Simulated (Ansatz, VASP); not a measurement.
**One calculation of Zn, two programs**

The input INCAR:

```
SYSTEM = Zn
PREC = Accurate
ENCUT = 520
EDIFF = 1E-6
ISMEAR = 0
SIGMA = 0.15
LREAL = .FALSE.
LASPH = .TRUE.
NELM = 80
ALGO = Fast
ISIF = 2
LWAVE = .FALSE.
LCHARG = .TRUE.
GGA = PS
LELF = .TRUE.
LVHAR = .TRUE.
NBANDS = 12
```

The input KPOINTS:

```
Automatic mesh
0
G
  22 22 22
  0 0 0
```

The input POSCAR:

```
Zn
1.0
   -0.9064331850      1.5805793950      1.5805793950
    1.5805793950     -0.9064331850      1.5805793950
    1.5805793950      1.5805793950     -0.9064331850
Zn
1
Direct
    0.0000000000      0.0000000000      0.0000000000
```

Input for Ansatz:

```yaml
crystal:
  lattice:
    - [-0.906433185, 1.580579395, 1.580579395]
    - [1.580579395, -0.906433185, 1.580579395]
    - [1.580579395, 1.580579395, -0.906433185]
  atoms:
    - { symbol: Zn, position: [0.0, 0.0, 0.0] }
basis:
  ecutwfc: 520.0
kpoints:
  mp_grid: { grid: [22, 22, 22] }
hamiltonian:
  xc: pbesol
scf:
  occupations: { method: gaussian, width: 0.15 }
output:
  forces: true
  stress: true
  eigenvalues: true
```

Alike in both runs: task single point; functional PBEsol; k mesh 22 × 22 × 22; occupations gaussian, width 0.15 eV; no spin polarisation.

|  | VASP | Ansatz |
| --- | --- | --- |
| version | VASP 6.6.1 | Ansatz 0.2.0 |
| potentials or method | VASP PAW PBE potentials, release 64 (Zn), cutoff 520 eV | scalar-relativistic, plane waves, PAW |
| valence electrons in the cell | 12 | 12 |

VASP gave:

```
gap on the k mesh at the Fermi level (eV)                     : none
pressure (GPa)                                                : 18.8
traceless stress, the component that is largest in VASP (GPa) : -2.17
```

Problem. Estimate Ansatz's values.

Solution. gap on the k mesh at the Fermi level (eV): none; pressure (GPa): 18.1; traceless stress, the component that is largest in VASP (GPa): -2.14.

VASP's potentials were made for PBE, not for PBEsol. A gap of «none» marks a metal or a gap that the smearing closes. The functional is the same, so the differences come from potentials, cutoffs and numerics.
